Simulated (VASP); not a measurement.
The system is Li5Pb3.

```xyz
8
Lattice="-3.6675 3.6675 3.6675 3.6675 -3.6675 3.6675 3.6675 3.6675 -3.6675" Properties=species:S:1:pos:R:3 pbc="T T T"
Li    0.0000    0.0000    0.0000
Li    3.6675    0.0000    0.0000
Li   -1.8337    1.8337    1.8337
Li    0.0000    3.6675    0.0000
Li    0.0000    0.0000    3.6675
Pb    1.8337    1.8337   -1.8337
Pb    1.8337   -1.8337    1.8337
Pb    1.8337    1.8337    1.8337
```

| Property | Result |
| --- | --- |
| Program | VASP 6.6.1 |
| Task | relaxation of cell and atoms |
| Functional | LDA |
| Potentials or basis | VASP PAW LDA potentials, release 64 (Li_sv, Pb_d) |
| Cutoff | 750 eV |
| k mesh | 4 × 4 × 4 |
| Occupations | methfessel-paxton, width 0.05 eV |
| Spin | no spin polarisation |

At the start: pressure -5.2 GPa; volume 24.66 Å³/atom.

Question: How do energy, volume and symmetry change on relaxing?

Answer: Over 5 steps the energy falls by 112.7 meV/atom and the volume is 19.13 Å³/atom (-22.4 %); space group Im-3m (No. 229, to 0.1 Å) before and after.

Step by step:
| step | energy change (eV) | largest force (eV/Å) | pressure (GPa) | volume (Å³) |
| --- | --- | --- | --- | --- |
| 1 | 0.0000 | 0.0000 | -5.20 | 197.32 |
| 2 | -0.6174 | 0.0000 | -3.57 | 175.31 |
| 3 | -0.8889 | 0.0000 | -0.94 | 157.28 |
| 4 | -0.9009 | 0.0000 | 0.25 | 151.95 |
| 5 | -0.9017 | 0.0000 | -0.01 | 153.03 |

Final structure:
```xyz
8
Lattice="-3.3696 3.3696 3.3696 3.3696 -3.3696 3.3696 3.3696 3.3696 -3.3696" Properties=species:S:1:pos:R:3 pbc="T T T"
Li    0.0000    0.0000    0.0000
Li    3.3696    0.0000    0.0000
Li   -1.6848    1.6848    1.6848
Li    0.0000    3.3696    0.0000
Li    0.0000    0.0000    3.3696
Pb    1.6848    1.6848   -1.6848
Pb    1.6848   -1.6848    1.6848
Pb    1.6848    1.6848    1.6848
```

Caveat: the volume moved by over 15 % at a fixed basis, so the end points are rough.
